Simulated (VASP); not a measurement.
Write the native input for VASP 6.6.1 that does the following.

- Task: single point
- Functional: PBEsol
- Potentials or basis: VASP PAW PBE potentials, release 64 (Ga_d, N)
- Cutoff: 520 eV
- k mesh: 12 × 12 × 6
- Occupations: gaussian, width 0.02 eV
- Spin: no spin polarisation
- Dipole correction: no
- Further INCAR settings: ALGO = Normal; EDIFF = 1e-06; NBANDS = 26

The structure of GaN lies in POSCAR:

```
GaN
1.0
    3.3774458394      0.0000000000      0.0000000000
   -1.6887229198      2.9249538968      0.0000000000
    0.0000000000      0.0000000000      5.1767969400
Ga N
2 2
Direct
    0.3333333333      0.6666666667     -0.0290360046
    0.6666666667      0.3333333333      0.4709639954
    0.3333333333      0.6666666667      0.4040360046
    0.6666666667      0.3333333333      0.9040360046
```

This cell differs from its parent crystal: strained.

These files were run (other wordings do the same):

INCAR

```
SYSTEM = GaN
ALGO     = Normal         ! electronic algorithm
EDIFF    = 1E-6           ! SCF threshold, eV
ENCUT    = 520            ! plane-wave cutoff, eV
GGA      = PS             ! functional
ISIF     = 2              ! what is computed and relaxed
ISMEAR   = 0              ! smearing method
LASPH    = .True.         ! aspherical terms in the spheres
LCHARG   = .False.        ! write CHGCAR
LREAL    = .False.        ! projectors in reciprocal space
LWAVE    = .False.        ! write WAVECAR
NBANDS   = 26             ! bands
NELM     = 60             ! most SCF steps
PREC     = Accurate       ! precision mode
SIGMA    = 0.02           ! smearing width, eV
```

KPOINTS

```
k-points
0
Gamma
  12 12 6
  0 0 0
```

Potentials or basis: VASP PAW PBE potentials, release 64 (Ga_d, N).

Command:

```sh
$ cat potpaw_PBE.64/Ga_d/POTCAR potpaw_PBE.64/N/POTCAR > POTCAR
$ mpirun -np 1 vasp_std > vasp.out
```

It gave:

```
Pressure               : -16.8 GPa
Largest force          : 1.018 eV/Å
Band gap on the k mesh : 0.63 eV, direct
```

Caveat: the cell differs from its parent crystal (strained); the PAW data sets were made with another functional, which shifts forces and pressure a little.

Wall time 62 s on 1 thread of Intel(R) Xeon(R) 6975P-C (Granite Rapids), with other jobs on the host, peak memory 0.22 GiB.
